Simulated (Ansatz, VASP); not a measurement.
**CuO in VASP and in Ansatz**

```
Cu O
1.0
     2.32450   -1.71910    0.00000
     2.32450    1.71910    0.00000
    -0.77922    0.00000    5.12814
Cu O
2 2
Direct
  0.00000 0.50000 0.00000
  0.50000 0.00000 0.50000
  0.58300 0.41700 0.25000
  0.41700 0.58300 0.75000
```

Change from the starting cell: moments +- scaled by 0.65, plain SCF.

Alike in both runs: task single point; functional PBE; k mesh 7 × 7 × 4; occupations fermi-dirac, width 0.1 eV; collinear spin; Hubbard terms Cu d U = 4.0 eV.

```csv
,VASP,Ansatz
version,VASP 6.6.1,Ansatz 0.2.0
potentials or method,"VASP PAW PBE potentials, release 64 (Cu, O), cutoff 520 eV","PAW, plane waves, scalar-relativistic"
valence electrons in the cell,34,50
```

Ansatz gave:

```
pressure (GPa)                                                : 5.6
traceless stress, the component that is largest in VASP (GPa) : -1.38
rms of the force components (eV/Å)                            : 0.094
net moment per atom (μB)                                      : 0.00
size of the moment on the site where the two differ most (μB) : 0.53
```

Question: Which values does VASP return?

Answer: Pressure (GPa): 2.2; traceless stress, the component that is largest in VASP (GPa): -1.99; rms of the force components (eV/Å): 0.091; net moment per atom (μB): 0.00; size of the moment on the site where the two differ most (μB): 0.57.

Site moments also hang on the region over which each program counts them. The programs project onto different local orbitals, so the same U acts differently, and such runs can settle in different states. Atom by atom the forces differ by 0.003 eV/Å (rms over components). VASP's potentials hold 34 valence electrons a cell and Ansatz's 50, so a difference there can come from the potentials and not from the codes.
